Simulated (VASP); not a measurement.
# TaN (P-6m2) in VASP: a series of runs

TaN is run at these levels: PBE, PBE+U, r2SCAN; tasks: single point, relaxation of cell and atoms.

Everything below comes from runs of VASP 6.6.1. Logs are shortened: lines on timing, memory, paths and dates and some standing lists are left out, and cuts for length are marked.

### Step 1. The cell of the first run

The structure is hexagonal, space group P-6m2 (No. 187). Conventional cell: a = 2.996 Å, b = 2.996 Å, c = 2.940 Å, α = 90.00°, β = 90.00°, γ = 120.00°. Within 3.0 Å of Ta (site symmetry -6m2) lie 6 N at 2.27 Å and 8 Ta at 2.94 to 3.00 Å. N (site symmetry -6m2) has 6 Ta at 2.27 Å and 8 N at 2.94 to 3.00 Å within 3.0 Å.

### Step 2. Single point, PBE

INCAR

```
SYSTEM = TaN
PREC = Accurate ; ENCUT = 600
EDIFF = 1E-6 ; ISMEAR = -1
SIGMA = 0.05 ; LREAL = .False.
LASPH = .True. ; NELM = 120
ALGO = Normal ; ISIF = 2
LWAVE = .False. ; LCHARG = .True.
GGA = PE ; LELF = .True.
LVHAR = .True. ; NBANDS = 15
GGA_COMPAT = .False.
```

KPOINTS

```
regular mesh
0
Gamma
  10 10 9
  0 0 0
```

POSCAR

```
TaN
1.0
    2.9956236040      0.0000000000      0.0000000000
   -1.4978117969      2.5942861437      0.0000000000
    0.0000000000      0.0000000000      2.9395460204
Ta N
1 1
Direct
    0.3333333333      0.6666666667      0.5000000000
    0.0000000000      0.0000000000      0.0000000000
```

Potentials or basis: VASP PAW PBE potentials, release 64 (Ta_pv, N).

Command:

```bash
$ cat potpaw_PBE.64/Ta_pv/POTCAR potpaw_PBE.64/N/POTCAR > POTCAR
$ mpirun -np 1 vasp_std > vasp.out
```

OUTCAR:

```text
SYSTEM = TaN
   PREC = Accurate
   ENCUT = 600
   EDIFF = 1E-6
   ISMEAR = -1
   LREAL = .False.
   LASPH = .True.
   NELM = 120
   ISIF = 2
   GGA = PE

 ion  position               nearest neighbor table
   1  0.333  0.667  0.500-   2 2.27   2 2.27   2 2.27   2 2.27   2 2.27   2 2.27
   2  0.000  0.000  0.000-   1 2.27   1 2.27   1 2.27   1 2.27   1 2.27   1 2.27

  LATTYP: Found a hexagonal cell.
 ALAT       =     2.9956236040
 C/A-ratio  =     0.9812801637

  Lattice vectors:

 A1 = (   2.9956236040,   0.0000000000,   0.0000000000)
 A2 = (  -1.4978117969,   2.5942861437,   0.0000000000)
 A3 = (   0.0000000000,   0.0000000000,   2.9395460204)

Analysis of symmetry for initial positions (statically):
=====================================================================
 Subroutine PRICEL returns:
 Original cell was already a primitive cell.

 Routine SETGRP: Setting up the symmetry group for a
 hexagonal supercell.

 Subroutine GETGRP returns: Found 12 space group operations
 (whereof 12 operations were pure point group operations)
 out of a pool of 24 trial point group operations.

The static configuration has the point symmetry D_3h.

Analysis of symmetry for dynamics (positions and initial velocities):
=====================================================================
 Subroutine PRICEL returns:
 Original cell was already a primitive cell.

 Routine SETGRP: Setting up the symmetry group for a
 hexagonal supercell.

 Subroutine GETGRP returns: Found 12 space group operations
 (whereof 12 operations were pure point group operations)
 out of a pool of 24 trial point group operations.

The dynamic configuration has the point symmetry D_3h.

 Subroutine INISYM returns: Found 12 space group operations
 (whereof 12 operations are pure point group operations),
 and found     1 'primitive' translations

----------------------------------------------------------------------------------------

                                     Primitive cell

  volume of cell :      22.8447

  direct lattice vectors                    reciprocal lattice vectors
     2.995623604  0.000000000  0.000000000     0.333820310  0.192731245  0.000000000
    -1.497811797  2.594286144  0.000000000     0.000000000  0.385462491  0.000000000
     0.000000000  0.000000000  2.939546020     0.000000000  0.000000000  0.340188585

  length of vectors
     2.995623604  2.995623604  2.939546020     0.385462491  0.385462491  0.340188585

  position of ions in fractional coordinates (direct lattice)
     0.333333333  0.666666667  0.500000000
     0.000000000  0.000000000  0.000000000

  ion indices of the primitive-cell ions
   primitive index   ion index
                 1           1
                 2           2

----------------------------------------------------------------------------------------

 KPOINTS: regular mesh

Automatic generation of k-mesh.
 Grid dimensions read from file:
 generate k-points for:   10   10    9

 Generating k-lattice:

  Cartesian coordinates                     Fractional coordinates (reciprocal lattice)
     0.033382031  0.019273124  0.000000000     0.100000000 -0.000000000  0.000000000
     0.000000000  0.038546249  0.000000000     0.000000000  0.100000000  0.000000000
     0.000000000  0.000000000  0.037798732     0.000000000  0.000000000  0.111111111

  Length of vectors
     0.038546249  0.038546249  0.037798732

  Shift w.r.t. Gamma in fractional coordinates (k-lattice)
     0.000000000  0.000000000  0.000000000

 Subroutine IBZKPT returns following result:
 ===========================================

 Found     70 irreducible k-points:

 Following reciprocal coordinates:
            Coordinates               Weight
  0.000000  0.000000  0.000000      1.000000
  0.100000  0.000000  0.000000      6.000000
  0.200000  0.000000  0.000000      6.000000
  0.300000  0.000000  0.000000      6.000000
  0.400000  0.000000  0.000000      6.000000
  0.500000 -0.000000  0.000000      3.000000
[... 16 lines left out ...]
  0.300000  0.100000  0.111111     24.000000
  0.400000  0.100000  0.111111     24.000000
 [... further k-points ...]
   k-points           NKPTS =     70   k-points in BZ     NKDIM =     70   number of bands    NBANDS=     15
   number of dos      NEDOS =    301   number of ions     NIONS =      2
   total plane-waves  NPLWV =  13824
   dimension x,y,z NGX =    24 NGY =   24 NGZ =   24
   dimension x,y,z NGXF=    48 NGYF=   48 NGZF=   48
   ions per type =               1   1
   NGX,Y,Z   is equivalent  to a cutoff of  13.32, 13.32, 13.57 a.u.
   NGXF,Y,Z  is equivalent  to a cutoff of  26.64, 26.64, 27.15 a.u.
 SYSTEM =  TaN
   PREC   = accura    normal or accurate (medium, high low for compatibility)
   ISTART =      0    job   : 0-new  1-cont  2-samecut
   ICHARG =      2    charge: 1-file 2-atom 10-const
   ISPIN  =      1    spin polarized calculation?
   LNONCOLLINEAR =      F non collinear calculations
   LSORBIT =      F    spin-orbit coupling
   LASPH  =      T    aspherical Exc in radial PAW
   ENCUT  =  600.0 eV  44.10 Ry    6.64 a.u.   5.98  5.98  5.87*2*pi/ulx,y,z
   NELM   =    120;   NELMIN=  2; NELMDL= -5     # of ELM steps
   EDIFF  = 0.1E-05   stopping-criterion for ELM
   LREAL  =      F    real-space projection
   EDIFFG = 0.1E-04   stopping-criterion for IOM
   NSW    =      0    number of steps for IOM
   IBRION =     -1    ionic relax: 0-MD 1-quasi-New 2-CG
   NFREE  =      0    steps in history (QN), initial steepest desc. (CG)
   ISIF   =      2    stress and relaxation
   ISYM   =      2    0-nonsym 1-usesym 2-fastsym
   POTIM  = 0.5000    time-step for ionic-motion
   TEBEG  =    0.0;   TEEND  =   0.0 temperature during run
   PSTRESS=    0.0 pullay stress
   NELECT =      16.0000    total number of electrons
   NUPDOWN=      -1.0000    fix difference up-down
   EMIN   =  10.00;   EMAX   =-10.00  energy-range for DOS
   EFERMI =   0.00;   METHOD = LEGACY
   ISMEAR =    -1;   SIGMA  =   0.05  broadening in eV -4-tet -1-fermi 0-gaus
   EFERMI_NEDOS =   21; number of points for ismear=-14 and -15
   IALGO  =     38    algorithm
   IMIX   =      4    mixing-type and parameters
     AMIX     =   0.40;   BMIX     =  1.00
     AMIX_MAG =   1.60;   BMIX_MAG =  1.00
  volume/ion in A,a.u.               =      11.42        77.08
  Fermi-wavevector in a.u.,A,eV,Ry     =   1.453850  2.747379 28.758373  2.113681
  Thomas-Fermi vector in A             =   2.571069
   LORBIT       =      0    0 simple, 1 ext, 2 COOP (PROOUT), +10 PAW based schemes
   GGA     = PE    functional components
   LHFCALC =     F    Hartree Fock is set to
   AEXX    =    0.0000 exact exchange contribution
   IVDW    =     0    specifies the selected vdW correction
   LEPSILON=     F    determine dielectric tensor
   LRPA    =     F    only Hartree local field effects (RPA)
 non-spin polarized calculation
  energy-cutoff  :      600.00
  volume of cell :       22.84
 maximum number of plane-waves:       783
 NGX is ok and might be reduce to    24
   NGX = 11   NGY = 11   NGZ = 11

 number of electron      16.0000000 magnetization

 Free energy of the ion-electron system (eV)
  ---------------------------------------------------
  ext. energy  EPLUGINS =         0.00000000
  ---------------------------------------------------
  free energy    TOTEN  =       -22.40864450 eV

  energy without entropy =      -22.40827409  energy(sigma->0) =      -22.40845929

 E-fermi :   7.7145     XC(G=0): -13.0282

 val. band max:        7.6007596739   @ k =   0.0000   0.0000   0.4444
 cond. band min:       7.8743407580   @ k =   0.0000   0.0000   0.3333
 fundamental gap:      0.2735810840
 Fermi energy:         7.7144565471

 k-point     1 :       0.0000    0.0000    0.0000
  band No.  band energies     occupation
      1     -27.3663      2.00000
      2     -27.1280      2.00000
      3     -27.1280      2.00000
      4      -9.6857      2.00000
      5       3.3428      2.00000
      6       3.3428      2.00000
      7       3.7033      2.00000
      8       4.8059      2.00000
      9       9.4345      0.00000
     10      10.9759      0.00000
     11      10.9759      0.00000
     12      11.3302      0.00000
     13      11.3302      0.00000
     14      20.3743      0.00000
     15      20.8289      0.00000

 k-point     2 :       0.1000    0.0000    0.0000
  band No.  band energies     occupation
      1     -27.3556      2.00000
      2     -27.2131      2.00000
      3     -27.1465      2.00000
      4      -9.5028      2.00000
      5       2.7717      2.00000
      6       3.4817      2.00000
      7       3.9558      2.00000
      8       4.5443      2.00000
      9      10.0724      0.00000
     10      10.6488      0.00000
     11      11.0113      0.00000
     12      11.2363      0.00000
     13      11.5778      0.00000
     14      20.3496      0.00000
     15      20.8236      0.00000

 k-point     3 :       0.2000    0.0000    0.0000
  band No.  band energies     occupation
      1     -27.4301      2.00000
      2     -27.3274      2.00000
      3     -27.1946      2.00000
      4      -9.0141      2.00000
      5       1.6737      2.00000
      6       3.8303      2.00000
      7       3.9504      2.00000
      8       4.4938      2.00000
      9       9.7965      0.00000
     10      11.0003      0.00000
     11      11.1892      0.00000
     12      11.6569      0.00000
     13      12.0674      0.00000
     14      20.3426      0.00000
     15      20.8177      0.00000

 k-point     4 :       0.3000    0.0000    0.0000
  band No.  band energies     occupation
      1     -27.6876      2.00000
      2     -27.2924      2.00000
      3     -27.2534      2.00000
      4      -8.3815      2.00000
      5       0.6498      2.00000
      6       3.3362      2.00000
      7       4.2205      2.00000
      8       4.7933      2.00000
      9       9.7534      0.00000
     10      10.7258      0.00000
     11      11.6237      0.00000
     12      12.4146      0.00000
     13      12.9788      0.00000
     14      20.5059      0.00000
     15      20.8248      0.00000
[... 307 lines left out ...]
 k-point    22 :       0.2000    0.1000    0.1111
  band No.  band energies     occupation
      1     -27.5694      2.00000
      2     -27.3886      2.00000
      3     -27.2461      2.00000
      4      -8.4809      2.00000
      5       1.1980      2.00000
      6       2.8662      2.00000
      7       3.8711      2.00000
      8       5.3584      2.00000
      9       9.2247      0.00000
     10      10.4479      0.00000
     11      11.6032      0.00000
     12      12.3505      0.00000
     13      13.6335      0.00000
     14      20.1295      0.00000
     15      20.8111      0.00000

 k-point    23 :       0.3000    0.1000    0.1111
  band No.  band energies     occupation
      1     -27.7795      2.00000
      2     -27.3547      2.00000
      3     -27.3139      2.00000
      4      -7.9527      2.00000
      5       0.4067      2.00000
      6       2.6670      2.00000
      7       3.8049      2.00000
      8       5.5291      2.00000
      9       9.4266      0.00000
     10      10.7305      0.00000
     11      11.8125      0.00000
     12      12.8097      0.00000
     13      14.7837      0.00000
     14      20.0955      0.00000
     15      20.8135      0.00000

 k-point    24 :       0.4000    0.1000    0.1111
  band No.  band energies     occupation
      1     -27.9061      2.00000
      2     -27.3559      2.00000
      3     -27.3328      2.00000
      4      -7.6104      2.00000
      5      -0.0389      2.00000
      6       2.5410      2.00000
      7       3.6644      2.00000
      8       5.5220      2.00000
      9      10.0461      0.00000
     10      10.9825      0.00000
     11      11.8016      0.00000
     12      13.0321      0.00000
     13      16.0042      0.00000
     14      18.7034      0.00000
     15      20.8088      0.00000

 [... further k-points ...]
[... 5 lines left out ...]
  --------------------------------------------------------------------------------------
  -------------------------------------------------------------------------------------
  Total       -1.8594809     -1.8594809     -1.9919957     -0.0000000      0.0000000      0.0000000
  in kB     -130.4118121   -130.4118124   -139.7055309     -0.0000003      0.0000000      0.0000000
  external PRESSURE =    -133.5097185 kB  Pullay stress =       0.0000000 kB

 VOLUME and BASIS-vectors are now :
 -----------------------------------------------------------------------------
  energy-cutoff  :      600.00
  volume of cell :       22.84
      direct lattice vectors                 reciprocal lattice vectors
     2.995623604  0.000000000  0.000000000     0.333820310  0.192731245  0.000000000
    -1.497811797  2.594286144  0.000000000     0.000000000  0.385462491  0.000000000
     0.000000000  0.000000000  2.939546020     0.000000000  0.000000000  0.340188585

 POSITION                                       TOTAL-FORCE (eV/Angst)
 -----------------------------------------------------------------------------------
      0.00000      1.72952      1.46977        -0.000000      0.000000      0.000000
      0.00000      0.00000      0.00000         0.000000     -0.000000      0.000000
 -----------------------------------------------------------------------------------
    total drift:                               -0.000000     -0.000000     -0.000000

  FREE ENERGIE OF THE ION-ELECTRON SYSTEM (eV)
  ---------------------------------------------------
  free  energy   TOTEN  =       -22.4086444998 eV

  energy  without entropy=      -22.4082740867  energy(sigma->0) =      -22.40845929
```

Run time: 13 s. Hardware: 1 thread of AMD EPYC 9R45 (Zen 5), shared host; peak memory 0.13 GiB.

What came out:

```yaml
Free_energy: -22.4086 eV
Pressure: -13.4 GPa
Band_gap_on_the_k_mesh: zero (band 8 reaches 7.87 eV, above the bottom of band 9 at 7.60 eV)
```

Stress tensor (GPa, compression positive):
```
-13.04   0.00   0.00
  0.00 -13.04   0.00
  0.00   0.00 -13.97
```

Caveat: spin-orbit coupling is left out, which moves the levels of the heavy elements.

(Part 1 of 3 ends here.)
